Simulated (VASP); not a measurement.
# Te (R-3m) in VASP: a series of runs

The runs below take Te through single point, with PBE.

All numbers are computed with VASP 6.6.1; they aren't measurements. Logs are shortened: lines on timing, memory, paths and dates and some standing lists are left out, and cuts for length are marked.

### Step 1. The cell of the first run

The typed cell holds 2 atoms: a = 5.018 Å, b = 5.018 Å, c = 5.018 Å, α = 33.52°, β = 33.52°, γ = 33.52°.

This isn't the form of Te at room conditions, which is trigonal, of chains.

### Step 2. Single point, PBE

The input, INCAR:

```
SYSTEM = Te
PREC     = Accurate       ! precision mode
ENCUT    = 520            ! plane-wave cutoff, eV
EDIFF    = 1E-6           ! SCF threshold, eV
ISMEAR   = -1             ! smearing method
SIGMA    = 0.08           ! smearing width, eV
LREAL    = .False.        ! projectors in reciprocal space
LASPH    = .True.         ! aspherical terms in the spheres
NELM     = 100            ! most SCF steps
ALGO     = Normal         ! electronic algorithm
ISIF     = 2              ! what is computed and relaxed
LWAVE    = .False.        ! write WAVECAR
LCHARG   = .True.         ! write CHGCAR
GGA      = PE             ! functional
LELF     = .True.         ! ELF
LVHAR    = .True.       
NBANDS   = 13             ! bands
```

The input, KPOINTS:

```
Automatic mesh
0
Gamma
  13 13 13
  0 0 0
```

The input, POSCAR:

```
Te
1.0
    1.4469584649     -0.8354018593      4.7315687071
    0.0000000000      1.6708037184      4.7315687071
   -1.4469584649     -0.8354018593      4.7315687071
Te
2
Direct
    0.2500000471      0.2500000471      0.2500000471
   -0.2500000471     -0.2500000471     -0.2500000471
```

Potentials or basis: VASP PAW PBE potentials, release 64 (Te).

Launch:

```bash
$ cat potpaw_PBE.64/Te/POTCAR > POTCAR
$ mpirun -np 1 vasp_std > vasp.out
```

OUTCAR:

```text
SYSTEM = Te
   PREC = Accurate
   ENCUT = 520
   EDIFF = 1E-6
   ISMEAR = -1
   LREAL = .False.
   LASPH = .True.
   NELM = 100
   ISIF = 2
   GGA = PE

 ion  position               nearest neighbor table
   1  0.250  0.250  0.250-   2 2.90   2 2.90   2 2.90   2 2.90   2 2.90   2 2.90
   2  0.750  0.750  0.750-   1 2.90   1 2.90   1 2.90   1 2.90   1 2.90   1 2.90

  LATTYP: Found a trigonal (rhomboedric) cell.
 ALAT       =     5.0179007060
 COS(alpha) =     0.8336977984

  Lattice vectors:

 A1 = (   1.4469584649,  -0.8354018593,   4.7315687071)
 A2 = (   0.0000000000,   1.6708037184,   4.7315687071)
 A3 = (  -1.4469584649,  -0.8354018593,   4.7315687071)

Analysis of symmetry for initial positions (statically):
=====================================================================
 Subroutine PRICEL returns following result:

  LATTYP: Found a trigonal (rhomboedric) cell.
 ALAT       =     2.8962953924
 COS(alpha) =     0.5008204949

  Lattice vectors:

 A1 = (   0.0000000000,   1.6708037185,  -2.3657856907)
 A2 = (   1.4469584649,  -0.8354018592,  -2.3657830164)
 A3 = (  -1.4469584649,  -0.8354018592,  -2.3657856907)

   2 primitive cells build up your supercell.

 Routine SETGRP: Setting up the symmetry group for a
 trigonal (rhombohedral) supercell.

 Subroutine GETGRP returns: Found 12 space group operations
 (whereof 12 operations were pure point group operations)
 out of a pool of 12 trial point group operations.

The static configuration has the point symmetry D_3d.

Analysis of symmetry for dynamics (positions and initial velocities):
=====================================================================
 Subroutine PRICEL returns following result:

  LATTYP: Found a trigonal (rhomboedric) cell.
 ALAT       =     2.8962953924
 COS(alpha) =     0.5008204949

  Lattice vectors:

 A1 = (   0.0000000000,   1.6708037185,  -2.3657856907)
 A2 = (   1.4469584649,  -0.8354018592,  -2.3657830164)
 A3 = (  -1.4469584649,  -0.8354018592,  -2.3657856907)

   2 primitive cells build up your supercell.

 Routine SETGRP: Setting up the symmetry group for a
 trigonal (rhombohedral) supercell.

 Subroutine GETGRP returns: Found 12 space group operations
 (whereof 12 operations were pure point group operations)
 out of a pool of 12 trial point group operations.

The dynamic configuration has the point symmetry D_3d.

 Subroutine INISYM returns: Found 12 space group operations
 (whereof 12 operations are pure point group operations),
 and found     2 'primitive' translations

----------------------------------------------------------------------------------------

                                     Primitive cell

  volume of cell :      17.1584

  direct lattice vectors                    reciprocal lattice vectors
     0.000000000  1.670803718 -2.365785691     0.000000130  0.399009491 -0.140897572
     1.446958465 -0.835401859 -2.365783016     0.345552551 -0.199504858 -0.140897572
    -1.446958465 -0.835401859 -2.365785691    -0.345552290 -0.199504858 -0.140897572

  length of vectors
     2.896295392  2.896293208  2.896295392     0.423155645  0.423155857  0.423155645

  position of ions in fractional coordinates (direct lattice)
     0.500000000  0.500000000  0.500000000

  ion indices of the primitive-cell ions
   primitive index   ion index
                 1           1

----------------------------------------------------------------------------------------

 KPOINTS: Automatic mesh

Automatic generation of k-mesh.
 Grid dimensions read from file:
 generate k-points for:   13   13   13

 Generating k-lattice:

  Cartesian coordinates                     Fractional coordinates (reciprocal lattice)
     0.026580955 -0.015346522  0.005419138     0.076923077  0.000000000  0.000000000
     0.000000000  0.030693044  0.005419138     0.000000000  0.076923077  0.000000000
    -0.026580955 -0.015346522  0.005419138     0.000000000  0.000000000  0.076923077

  Length of vectors
     0.031167772  0.031167772  0.031167772

  Shift w.r.t. Gamma in fractional coordinates (k-lattice)
     0.000000000  0.000000000  0.000000000

 Subroutine IBZKPT returns following result:
 ===========================================

 Found    231 irreducible k-points:

 Following reciprocal coordinates:
            Coordinates               Weight
  0.000000  0.000000  0.000000      1.000000
  0.076923  0.000000 -0.000000      6.000000
  0.153846  0.000000 -0.000000      6.000000
  0.230769  0.000000 -0.000000      6.000000
  0.307692  0.000000 -0.000000      6.000000
  0.384615 -0.000000 -0.000000      6.000000
[... 16 lines left out ...]
  0.384615  0.153846  0.000000     12.000000
  0.461538  0.153846  0.000000     12.000000
 [... further k-points ...]
   k-points           NKPTS =    231   k-points in BZ     NKDIM =    231   number of bands    NBANDS=     13
   number of dos      NEDOS =    301   number of ions     NIONS =      2
   total plane-waves  NPLWV =  64000
   dimension x,y,z NGX =    40 NGY =   40 NGZ =   40
   dimension x,y,z NGXF=    80 NGYF=   80 NGZF=   80
   ions per type =               2
   NGX,Y,Z   is equivalent  to a cutoff of  13.25, 13.25, 13.25 a.u.
   NGXF,Y,Z  is equivalent  to a cutoff of  26.50, 26.50, 26.50 a.u.
 SYSTEM =  Te
   PREC   = accura    normal or accurate (medium, high low for compatibility)
   ISTART =      0    job   : 0-new  1-cont  2-samecut
   ICHARG =      2    charge: 1-file 2-atom 10-const
   ISPIN  =      1    spin polarized calculation?
   LNONCOLLINEAR =      F non collinear calculations
   LSORBIT =      F    spin-orbit coupling
   LASPH  =      T    aspherical Exc in radial PAW
   ENCUT  =  520.0 eV  38.22 Ry    6.18 a.u.   9.33  9.33  9.33*2*pi/ulx,y,z
   NELM   =    100;   NELMIN=  2; NELMDL= -5     # of ELM steps
   EDIFF  = 0.1E-05   stopping-criterion for ELM
   LREAL  =      F    real-space projection
   EDIFFG = 0.1E-04   stopping-criterion for IOM
   NSW    =      0    number of steps for IOM
   IBRION =     -1    ionic relax: 0-MD 1-quasi-New 2-CG
   NFREE  =      0    steps in history (QN), initial steepest desc. (CG)
   ISIF   =      2    stress and relaxation
   ISYM   =      2    0-nonsym 1-usesym 2-fastsym
   POTIM  = 0.5000    time-step for ionic-motion
   TEBEG  =    0.0;   TEEND  =   0.0 temperature during run
   PSTRESS=    0.0 pullay stress
   NELECT =      12.0000    total number of electrons
   NUPDOWN=      -1.0000    fix difference up-down
   EMIN   =  10.00;   EMAX   =-10.00  energy-range for DOS
   EFERMI =   0.00;   METHOD = LEGACY
   ISMEAR =    -1;   SIGMA  =   0.08  broadening in eV -4-tet -1-fermi 0-gaus
   EFERMI_NEDOS =   21; number of points for ismear=-14 and -15
   IALGO  =     38    algorithm
   IMIX   =      4    mixing-type and parameters
     AMIX     =   0.40;   BMIX     =  1.00
     AMIX_MAG =   1.60;   BMIX_MAG =  1.00
  volume/ion in A,a.u.               =      17.16       115.79
  Fermi-wavevector in a.u.,A,eV,Ry     =   1.153363  2.179540 18.099093  1.330246
  Thomas-Fermi vector in A             =   2.290007
   LORBIT       =      0    0 simple, 1 ext, 2 COOP (PROOUT), +10 PAW based schemes
   GGA     = PE    functional components
   LHFCALC =     F    Hartree Fock is set to
   AEXX    =    0.0000 exact exchange contribution
   IVDW    =     0    specifies the selected vdW correction
   LEPSILON=     F    determine dielectric tensor
   LRPA    =     F    only Hartree local field effects (RPA)
 non-spin polarized calculation
  energy-cutoff  :      520.00
  volume of cell :       34.32
 maximum number of plane-waves:       954
 NGX is ok and might be reduce to    40
   NGX = 19   NGY = 19   NGZ = 19

 number of electron      11.9999999 magnetization

 Free energy of the ion-electron system (eV)
  ---------------------------------------------------
  ext. energy  EPLUGINS =         0.00000000
  ---------------------------------------------------
  free energy    TOTEN  =        -1.72833812 eV

  energy without entropy =       -1.71146657  energy(sigma->0) =       -1.71990235

 E-fermi :  16.5441     XC(G=0): -12.4786

 val. band max:       16.5354360652   @ k =  -0.3077   0.0769   0.0769
 cond. band min:      16.5502269957   @ k =  -0.3077   0.4615   0.3077
 fundamental gap:      0.0147909305
 Fermi energy:        16.5441484577

 k-point     1 :       0.0000    0.0000    0.0000
  band No.  band energies     occupation
      1      -2.6590      2.00000
      2       3.4652      2.00000
      3       5.9393      2.00000
      4      20.2895      0.00000
      5      20.2895      0.00000
      6      23.0643      0.00000
      7      23.1061      0.00000
      8      23.1061      0.00000
      9      25.2655      0.00000
     10      25.7631      0.00000
     11      25.9008      0.00000
     12      25.9008      0.00000
     13      26.4493      0.00000

 k-point     2 :       0.0769    0.0000   -0.0000
  band No.  band energies     occupation
      1      -2.5043      2.00000
      2       3.5538      2.00000
      3       6.1552      2.00000
      4      18.8429      0.00000
      5      19.8907      0.00000
      6      21.7009      0.00000
      7      22.3524      0.00000
      8      22.8831      0.00000
      9      23.8792      0.00000
     10      24.9652      0.00000
     11      26.4924      0.00000
     12      27.1523      0.00000
     13      27.5954      0.00000

 k-point     3 :       0.1538    0.0000   -0.0000
  band No.  band energies     occupation
      1      -2.0399      2.00000
      2       3.8336      2.00000
      3       6.7845      2.00000
      4      16.0630      1.99513
      5      19.0390      0.00000
      6      19.1301      0.00000
      7      20.9683      0.00000
      8      22.1837      0.00000
      9      22.8000      0.00000
     10      24.4838      0.00000
     11      27.7453      0.00000
     12      27.9230      0.00000
     13      28.5240      0.00000

 k-point     4 :       0.2308    0.0000   -0.0000
  band No.  band energies     occupation
      1      -1.2662      2.00000
      2       4.3265      2.00000
      3       7.7878      2.00000
      4      13.1471      2.00000
      5      16.4822      1.36872
      6      18.1600      0.00000
      7      19.6131      0.00000
      8      20.9696      0.00000
      9      22.0103      0.00000
     10      23.9977      0.00000
     11      25.8380      0.00000
     12      29.6446      0.00000
     13      29.7642      0.00000

 k-point     5 :       0.3077    0.0000   -0.0000
  band No.  band energies     occupation
      1      -0.1853      2.00000
      2       5.0098      2.00000
      3       9.1222      2.00000
      4      10.4483      2.00000
      5      13.9961      2.00000
      6      17.4533      0.00002
      7      18.4699      0.00000
      8      19.2279      0.00000
      9      21.4644      0.00000
     10      22.7418      0.00000
     11      25.7216      0.00000
     12      30.9232      0.00000
     13      30.9961      0.00000
[... 257 lines left out ...]
 k-point    22 :       0.3077    0.1538    0.0000
  band No.  band energies     occupation
      1      -0.6910      2.00000
      2       4.0329      2.00000
      3       9.1351      2.00000
      4      12.9925      2.00000
      5      14.9567      2.00000
      6      15.5341      1.99999
      7      17.6261      0.00000
      8      21.4885      0.00000
      9      24.6007      0.00000
     10      24.7672      0.00000
     11      26.3186      0.00000
     12      27.0564      0.00000
     13      29.0269      0.00000

 k-point    23 :       0.3846    0.1538    0.0000
  band No.  band energies     occupation
      1       0.4146      2.00000
      2       4.7113      2.00000
      3      10.2526      2.00000
      4      10.7259      2.00000
      5      13.7858      2.00000
      6      14.7472      2.00000
      7      15.2895      2.00000
      8      19.4539      0.00000
      9      24.4417      0.00000
     10      25.4385      0.00000
     11      25.5395      0.00000
     12      27.5339      0.00000
     13      28.8931      0.00000

 k-point    24 :       0.4615    0.1538    0.0000
  band No.  band energies     occupation
      1       1.8148      2.00000
      2       5.3769      2.00000
      3       8.4363      2.00000
      4      11.9208      2.00000
      5      12.5922      2.00000
      6      13.4331      2.00000
      7      14.5236      2.00000
      8      17.1167      0.00156
      9      24.9140      0.00000
     10      24.9969      0.00000
     11      25.0682      0.00000
     12      27.4117      0.00000
     13      28.8885      0.00000

 [... further k-points ...]

------------------------ aborting loop because EDIFF is reached ----------------------------------------

  FORCE on cell =-STRESS in cart. coord.  units (eV):
  Direction    XX          YY          ZZ          XY          YZ          ZX
  --------------------------------------------------------------------------------------
  -------------------------------------------------------------------------------------
  Total       18.6988624     18.6988624     18.6984708      0.0000000     -0.0000000     -0.0000000
  in kB      873.0072803    873.0072804    872.9889945      0.0000000     -0.0000000     -0.0000000
  external PRESSURE =     873.0011851 kB  Pullay stress =       0.0000000 kB

 VOLUME and BASIS-vectors are now :
 -----------------------------------------------------------------------------
  energy-cutoff  :      520.00
  volume of cell :       34.32
      direct lattice vectors                 reciprocal lattice vectors
     1.446958465 -0.835401859  4.731568707     0.345552421 -0.199504783  0.070448799
     0.000000000  1.670803718  4.731568707     0.000000000  0.399009566  0.070448799
    -1.446958465 -0.835401859  4.731568707    -0.345552421 -0.199504783  0.070448799

 POSITION                                       TOTAL-FORCE (eV/Angst)
 -----------------------------------------------------------------------------------
      0.00000     -0.00000      3.54868         0.000000      0.000000      0.000000
      0.00000     -0.00000     10.64603         0.000000      0.000000     -0.000000
 -----------------------------------------------------------------------------------
    total drift:                               -0.000000      0.000000      0.000000

  FREE ENERGIE OF THE ION-ELECTRON SYSTEM (eV)
  ---------------------------------------------------
  free  energy   TOTEN  =        -1.7283381245 eV

  energy  without entropy=       -1.7114665661  energy(sigma->0) =       -1.71990235
```

It took 7.6 min on 1 thread of AMD EPYC 7R13, shared host; peak memory 0.26 GiB.

Results:

```yaml
Free_energy: -1.7283 eV
Pressure: 87.3 GPa
Band_gap_on_the_k_mesh: zero (bands 6 and 7 overlap by 10.65 eV)
```

Caveat: the cell stands under pressure; spin-orbit coupling is left out, which moves the levels of the heavy elements.

(Continued in part 2 of 2.)
